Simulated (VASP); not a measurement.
# B (P4/mmm) in VASP: settings compared, part 2 of 2

VASP 6.6.1. The steps go on from the part before.

## 3. Relaxation of cell and atoms, BLYP

INCAR reads:

```
  PREC = Accurate
  ENCUT = 600
  EDIFF = 1E-7
  ISMEAR = -1
  SIGMA = 0.05
  LREAL = False
  LASPH = True
  NELM = 80
  ALGO = Normal
  ISIF = 3
  LWAVE = False
  LCHARG = False
  GGA = B5
  ALDAX = 1.0
  AGGAX = 1.0
  AGGAC = 1.0
  ALDAC = 0.0
  IBRION = 2
  NSW = 60
  EDIFFG = -0.01
```

KPOINTS reads:

```
regular mesh
0
Gamma
  11 11 16
```

POSCAR reads:

```
B
1.0
    2.3461100000      0.0000000000      0.0000000000
    0.0000000000      2.3461100000      0.0000000000
    0.0000000000      0.0000000000      1.5857900000
B
1
Direct
    0.5000000000      0.5000000000      0.5000000000
```

Potentials or basis: VASP PAW PBE potentials, release 64 (B).

Launch:

```sh
$ cat potpaw_PBE.64/B/POTCAR > POTCAR
$ mpirun -np 1 vasp_std > vasp.out
```

OUTCAR:

```text
PREC = Accurate
   ENCUT = 600
   EDIFF = 1E-7
   ISMEAR = -1
   LREAL = False
   LASPH = True
   NELM = 80
   ISIF = 3
   GGA = B5
   IBRION = 2
   NSW = 60
   EDIFFG = -0.01

 ion  position               nearest neighbor table
   1  0.500  0.500  0.500-

  LATTYP: Found a simple tetragonal cell.
 ALAT       =     2.3461100000
 C/A-ratio  =     0.6759231238

  Lattice vectors:

 A1 = (   2.3461100000,   0.0000000000,   0.0000000000)
 A2 = (   0.0000000000,   2.3461100000,   0.0000000000)
 A3 = (   0.0000000000,   0.0000000000,   1.5857900000)

Analysis of symmetry for initial positions (statically):
=====================================================================
 Subroutine PRICEL returns:
 Original cell was already a primitive cell.

 Routine SETGRP: Setting up the symmetry group for a
 simple tetragonal supercell.

 Subroutine GETGRP returns: Found 16 space group operations
 (whereof 16 operations were pure point group operations)
 out of a pool of 16 trial point group operations.

The static configuration has the point symmetry D_4h.

Analysis of symmetry for dynamics (positions and initial velocities):
=====================================================================
 Subroutine PRICEL returns:
 Original cell was already a primitive cell.

 Routine SETGRP: Setting up the symmetry group for a
 simple tetragonal supercell.

 Subroutine GETGRP returns: Found 16 space group operations
 (whereof 16 operations were pure point group operations)
 out of a pool of 16 trial point group operations.

The dynamic configuration has the point symmetry D_4h.

 Subroutine INISYM returns: Found 16 space group operations
 (whereof 16 operations are pure point group operations),
 and found     1 'primitive' translations

----------------------------------------------------------------------------------------

                                     Primitive cell

  volume of cell :       8.7286
[... 124 lines left out ...]
   NGX =  9   NGY =  9   NGZ =  7

--------------------------------------- Ionic step        1  -------------------------------------------

 number of electron       3.0000000 magnetization

 Free energy of the ion-electron system (eV)
  ---------------------------------------------------
  ext. energy  EPLUGINS =         0.00000000
  ---------------------------------------------------
  free energy    TOTEN  =        -5.14778139 eV

  energy without entropy =       -5.14591482  energy(sigma->0) =       -5.14684811

------------------------ aborting loop because EDIFF is reached ----------------------------------------

  FORCE on cell =-STRESS in cart. coord.  units (eV):
  Direction    XX          YY          ZZ          XY          YZ          ZX
  --------------------------------------------------------------------------------------
  -------------------------------------------------------------------------------------
  Total        0.5379985      0.5379985     -0.5185834      0.0000000      0.0000000      0.0000000
  in kB       98.7527527     98.7527527    -95.1890081      0.0000000      0.0000000      0.0000000
  external PRESSURE =      34.1054991 kB  Pullay stress =       0.0000000 kB
[... 57 lines left out ...]
--------------------------------------- Ionic step        3  -------------------------------------------

 number of electron       3.0000000 magnetization

 E-fermi :   5.1538     XC(G=0): -10.1718

 val. band max:        5.1096825421   @ k =   0.3636   0.2727   0.0000
 cond. band min:       5.1545226864   @ k =   0.2727   0.1818   0.1875
 fundamental gap:      0.0448401442
 Fermi energy:         5.1537526698

 k-point     1 :       0.0000    0.0000    0.0000
  band No.  band energies     occupation
      1      -8.4470      2.00000
      2       8.9844      0.00000
      3       8.9844      0.00000
      4      19.2369      0.00000
      5      20.0964      0.00000
[... 212 lines left out ...]
  FREE ENERGIE OF THE ION-ELECTRON SYSTEM (eV)
  ---------------------------------------------------
  free  energy   TOTEN  =        -5.1640720374 eV

  energy  without entropy=       -5.1624763992  energy(sigma->0) =       -5.16327422

[... ionic steps 4 to 10 ...]

--------------------------------------- Ionic step       11  -------------------------------------------

 number of electron       3.0000000 magnetization

------------------------ aborting loop because EDIFF is reached ----------------------------------------
[... 65 lines left out ...]
--------------------------------------- Ionic step       13  -------------------------------------------

 number of electron       3.0000000 magnetization

 Free energy of the ion-electron system (eV)
  ---------------------------------------------------
  ext. energy  EPLUGINS =         0.00000000
  ---------------------------------------------------
  free energy    TOTEN  =        -5.18676865 eV

  energy without entropy =       -5.18358270  energy(sigma->0) =       -5.18517568

 E-fermi :   3.9235     XC(G=0):  -9.6087

 val. band max:        3.9118109077   @ k =   0.1818   0.0000   0.0000
 cond. band min:       3.9350819893   @ k =   0.4545   0.4545   0.2500
 fundamental gap:      0.0232710816
 Fermi energy:         3.9234961759

 k-point     1 :       0.0000    0.0000    0.0000
  band No.  band energies     occupation
      1      -8.5897      2.00000
      2       6.8971      0.00000
      3       6.8971      0.00000
      4      16.9056      0.00000
      5      16.9686      0.00000
[... 212 lines left out ...]
  FREE ENERGIE OF THE ION-ELECTRON SYSTEM (eV)
  ---------------------------------------------------
  free  energy   TOTEN  =        -5.1867686503 eV

  energy  without entropy=       -5.1835827019  energy(sigma->0) =       -5.18517568

 reached required accuracy - stopping structural energy minimisation
```

CONTCAR:

```text
B
   1.00000000000000
     2.5396433363763218    0.0000000000000000   -0.0000000000000000
     0.0000000000000000    2.5396433363763218    0.0000000000000000
    -0.0000000000000000    0.0000000000000000    1.5726442070233411
  B
     1
Direct
     0.5000000000000000    0.5000000000000000    0.5000000000000000

  0.00000000E+00  0.00000000E+00  0.00000000E+00
```

Wall time 47 s (1 thread of AMD EPYC 9R45 (Zen 5), shared host); peak memory 0.09 GiB.

Results:

| Quantity | Value |
| --- | --- |
| Free energy | -5.1868 eV |
| Relaxed volume | 10.14 Å³/atom |
| Relaxed cell | a = 2.540 Å, b = 2.540 Å, c = 1.573 Å, α = 90.00°, β = 90.00°, γ = 90.00° |
| Space group after relaxing (to 0.05 Å) | P4/mmm (No. 123) |
| Energy gained by relaxing | 39.0 meV/atom |
| Ionic steps | 13 |
| Pressure after relaxing | 0.0 GPa |

The path:
```tsv
step	energy change (eV)	largest force (eV/Å)	pressure (GPa)	volume (Å³)
1	0.0000	0.0000	3.41	8.73
2	-0.0142	0.0000	11.08	8.96
3	-0.0163	0.0000	9.18	8.90
4	-0.0308	0.0000	4.76	9.32
5	-0.0374	0.0000	1.19	9.75
6	-0.0340	0.0000	-4.37	10.65
7	-0.0384	0.0000	-1.26	10.10
8	-0.0385	0.0000	-0.79	10.03
9	-0.0389	0.0000	0.51	10.11
10	-0.0390	0.0000	0.25	10.09
11	-0.0390	0.0000	0.23	10.09
12	-0.0390	0.0000	0.12	10.11
13	-0.0390	0.0000	-0.03	10.14
```

Final structure:
```cif
data_structure
_symmetry_space_group_name_H-M 'P 1'
_symmetry_Int_Tables_number 1
_cell_length_a 2.5396
_cell_length_b 2.5396
_cell_length_c 1.5726
_cell_angle_alpha 90.000
_cell_angle_beta 90.000
_cell_angle_gamma 90.000
_cell_volume 10.14
loop_
_atom_site_label
_atom_site_type_symbol
_atom_site_fract_x
_atom_site_fract_y
_atom_site_fract_z
_atom_site_occupancy
B1 B 0.50000 0.50000 0.50000 1
```

Caveat: the volume moved by over 15 % at a fixed basis, so the end points are rough; the PAW data sets were made with another functional, which shifts forces and pressure a little.

## 4. Relaxation of cell and atoms, r2SCAN

POSCAR is that of step 3.

INCAR.step1 reads:

```
SYSTEM = B
ALGO = Normal
EDIFF = 1E-4
ENCUT = 600
GGA = PE
ISMEAR = -1
LASPH = .TRUE.
LCHARG = .FALSE.
LREAL = .FALSE.
LWAVE = .TRUE.
NELM = 100
PREC = Accurate
SIGMA = 0.05
```

INCAR.step2 reads:

```
SYSTEM = B
ALGO = Normal
EDIFF = 1E-6
EDIFFG = -0.01
ENCUT = 600
IBRION = 2
ISIF = 3
ISMEAR = -1
ISTART = 1
LASPH = .TRUE.
LCHARG = .FALSE.
LMIXTAU = .TRUE.
LREAL = .FALSE.
LWAVE = .FALSE.
METAGGA = R2SCAN
NELM = 100
NSW = 60
PREC = Accurate
SIGMA = 0.05
```

KPOINTS reads:

```
k-points
0
G
  11 11 16
  0 0 0
```

Launch:

```sh
$ cat potpaw_PBE.64/B/POTCAR > POTCAR
$ cp INCAR.step1 INCAR
$ mpirun -np 1 vasp_std > vasp.out
$ cp INCAR.step2 INCAR
$ mpirun -np 1 vasp_std > vasp.out
```

Run time: 100 s. Hardware: 1 thread of AMD EPYC 9R45 (Zen 5), shared host; peak memory 0.09 GiB.

It converged, with:

```yaml
Free_energy: -6.2791 eV
Relaxed_volume: 8.86 Å³/atom
Relaxed_cell: a = 2.370 Å, b = 2.370 Å, c = 1.578 Å, α = 90.00°, β = 90.00°, γ = 90.00°
Space_group_after_relaxing_to_0.05_Å: P4/mmm (No. 123)
Energy_gained_by_relaxing: 2.0 meV/atom
Ionic_steps: 10
Pressure_after_relaxing: 0.0 GPa
```

The path:
```tsv
step	energy change (eV)	largest force (eV/Å)	pressure (GPa)	volume (Å³)
1	0.0000	0.0000	-0.82	8.73
2	0.0038	0.0000	6.00	8.67
3	-0.0013	0.0000	1.28	8.71
4	-0.0018	0.0000	0.60	8.78
5	-0.0020	0.0000	-0.07	8.85
6	-0.0020	0.0000	-0.12	8.86
7	-0.0020	0.0000	-0.22	8.87
8	-0.0020	0.0000	-0.21	8.86
9	-0.0019	0.0000	0.39	8.87
10	-0.0020	0.0000	0.04	8.86
```

Final structure:
```
B
1.0
     2.37029    0.00000    0.00000
     0.00000    2.37029    0.00000
     0.00000    0.00000    1.57786
B
1
Direct
  0.50000 0.50000 0.50000
```

Levels at points of the mesh, in eV from the Fermi level:
```
           k point  band 1  band 2  band 3  band 4  band 5
(0.00, 0.00, 0.00)  -14.81    4.61    4.61   14.51   15.87
(0.00, 0.00, 0.50)   -6.39    1.87   14.80   14.80   22.35
```

Caveat: the PAW data sets were made with another functional, which shifts forces and pressure a little.

## 5. Single point, LDA

This run uses another cell than the first one, of 8.18 Å³/atom, 0.937 times its volume.

INCAR reads:

```
SYSTEM = B
PREC = Accurate
ENCUT = 520
EDIFF = 1E-7
ISMEAR = -1
SIGMA = 0.05
LREAL = .False.
LASPH = .True.
NELM = 60
ALGO = Normal
ISIF = 2
LWAVE = .False.
LCHARG = .True.
GGA = CA
LELF = .True.
LVHAR = .True.
NBANDS = 8
```

KPOINTS reads:

```
regular mesh
0
Gamma
  11 11 16
  0 0 0
```

POSCAR reads:

```
B
1.0
    2.2782662558      0.0000000000      0.0000000000
    0.0000000000      2.2782662558      0.0000000000
    0.0000000000      0.0000000000      1.5756332733
B
1
Direct
    0.5000000000      0.5000000000      0.5000000000
```

Potentials or basis: VASP PAW LDA potentials, release 64 (B).

Launch:

```sh
$ cat potpaw_LDA.64/B/POTCAR > POTCAR
$ mpirun -np 1 vasp_std > vasp.out
```

It took 16 s on 1 thread of AMD EPYC 7R13, shared host; peak memory 0.08 GiB.

The run converged. Its results:

* Free energy: -6.3569 eV
* Pressure: 0.0 GPa

Stress tensor (GPa, compression positive):
```
 0.08  0.00  0.00
 0.00  0.08  0.00
 0.00  0.00 -0.18
```

Levels at points of the mesh, in eV from the Fermi level:
```
           k point  band 1  band 2  band 3  band 4  band 5
(0.00, 0.00, 0.00)  -14.44    4.87    4.87   15.00   16.57
(0.00, 0.00, 0.50)   -6.35    1.10   13.90   13.90   22.04
```

## 6. Overview

```tsv
task	level	potentials or basis	cell	k mesh	cutoff (eV)	smearing	gap on the mesh (eV)	pressure (GPa)	relaxed volume (Å³/atom)
single point	PBE	VASP PAW PBE potentials, release 64 (B)	a = 2.346, b = 2.346, c = 1.586 Å, 1 atom	7 × 7 × 10	500	fermi-dirac 0.03 eV	none	-1.9	-
relaxation of cell and atoms	BLYP	VASP PAW PBE potentials, release 64 (B)	relaxed from a = 2.346, b = 2.346, c = 1.586 Å, 1 atom	11 × 11 × 16	600	fermi-dirac 0.05 eV	none	0.0	10.14
relaxation of cell and atoms	r2SCAN	VASP PAW PBE potentials, release 64 (B)	relaxed from a = 2.346, b = 2.346, c = 1.586 Å, 1 atom	11 × 11 × 16	600	fermi-dirac 0.05 eV	none	0.0	8.86
single point	LDA	VASP PAW LDA potentials, release 64 (B)	a = 2.278, b = 2.278, c = 1.576 Å, 1 atom	11 × 11 × 16	520	fermi-dirac 0.05 eV	none	0.0	-
```

Alike in all rows: no spin polarisation.

Caveats: some runs use coarse meshes; the PAW data sets were made with another functional, which shifts forces and pressure a little (some runs); the volume moved by over 15 % at a fixed basis, so the end points are rough (some runs).

Total energies depend on the potentials used, so only differences within one code and one set of settings carry meaning.
